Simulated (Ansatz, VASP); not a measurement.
Ge2Sb2Te5 in VASP and in Ansatz

INCAR

```
SYSTEM = Ge2Sb2Te5
PREC = Accurate
ENCUT = 600
EDIFF = 1E-6
ISMEAR = 0
SIGMA = 0.01
LREAL = .FALSE.
LASPH = .TRUE.
NELM = 60
ALGO = Normal
ISIF = 3
LWAVE = .FALSE.
LCHARG = .FALSE.
GGA = PS
IBRION = 2
NSW = 80
EDIFFG = -0.001
```

Contents of KPOINTS:

```
regular mesh
0
G
  9 9 2
  0 0 0
```

The input POSCAR:

```
Ge2Sb2Te5
1.0
    4.2250784400      0.0000000000      0.0000000000
   -2.1125392200      3.6590252620      0.0000000000
    0.0000000000      0.0000000000     16.8717647902
Ge Sb Te
2 2 5
Direct
    0.3333333333      0.6666666667      0.8997287020
    0.6666666667      0.3333333333      0.1002712980
    0.0000000000      0.0000000000      0.6830926727
    0.0000000000      0.0000000000      0.3169073273
    0.0000000000      0.0000000000      0.0000000000
    0.6666666667      0.3333333333      0.8015614506
    0.3333333333      0.6666666667      0.1984385494
    0.3333333333      0.6666666667      0.5811794074
    0.6666666667      0.3333333333      0.4188205926
```

Input for Ansatz:

```yaml
crystal:
  lattice:
    - [4.22507844, 0.0, 0.0]
    - [-2.11253922, 3.659025262, 0.0]
    - [0.0, 0.0, 16.8717647902]
  atoms:
    - { symbol: Ge, position: [0.3333333333, 0.6666666667, 0.899728702] }
    - { symbol: Ge, position: [0.6666666667, 0.3333333333, 0.100271298] }
    - { symbol: Sb, position: [0.0, 0.0, 0.6830926727] }
    - { symbol: Sb, position: [0.0, 0.0, 0.3169073273] }
    - { symbol: Te, position: [0.0, 0.0, 0.0] }
    - { symbol: Te, position: [0.6666666667, 0.3333333333, 0.8015614506] }
    - { symbol: Te, position: [0.3333333333, 0.6666666667, 0.1984385494] }
    - { symbol: Te, position: [0.3333333333, 0.6666666667, 0.5811794074] }
    - { symbol: Te, position: [0.6666666667, 0.3333333333, 0.4188205926] }
basis:
  ecutwfc: 420
kpoints:
  mp_grid: { grid: [9, 9, 2] }
hamiltonian:
  xc: pbesol
scf:
  occupations: { method: gaussian, width: 0.01 }
output:
  forces: true
  stress: true
  eigenvalues: true
relax:
  adjacent_minimum: "off"
  f_tol: 0.001
  max_steps: 60
  cell: { stress_tol: 0.01 }
```

Alike in both runs: task relaxation of cell and atoms; functional PBEsol; k mesh 9 × 9 × 2; occupations gaussian, width 0.01 eV; no spin polarisation.

```csv
,VASP,Ansatz
version,VASP 6.6.1,Ansatz 0.2.0
potentials or method,"VASP PAW PBE potentials, release 64 (Ge_d, Sb, Te), cutoff 600 eV","scalar-relativistic, plane waves, PAW"
valence electrons in the cell,68,138
```

VASP gave:

| Item | Value |
| --- | --- |
| gap on the k mesh at the Fermi level, each at its own relaxed structure (eV) | 0.14 |
| relaxed volume (Å³/atom) | 28.99 |
| relaxed length of the cell vector where the two differ most in proportion (Å) | 4.225 |

Problem. Which values does Ansatz return?

Solution. gap on the k mesh at the Fermi level, each at its own relaxed structure (eV): 0.15; relaxed volume (Å³/atom): 28.97; relaxed length of the cell vector where the two differ most in proportion (Å): 4.224.

VASP's potentials were made for PBE, not for PBEsol. VASP's potentials hold 68 valence electrons a cell and Ansatz's 138, so a difference there can come from the potentials and not from the codes.

Spin-orbit coupling is off throughout.
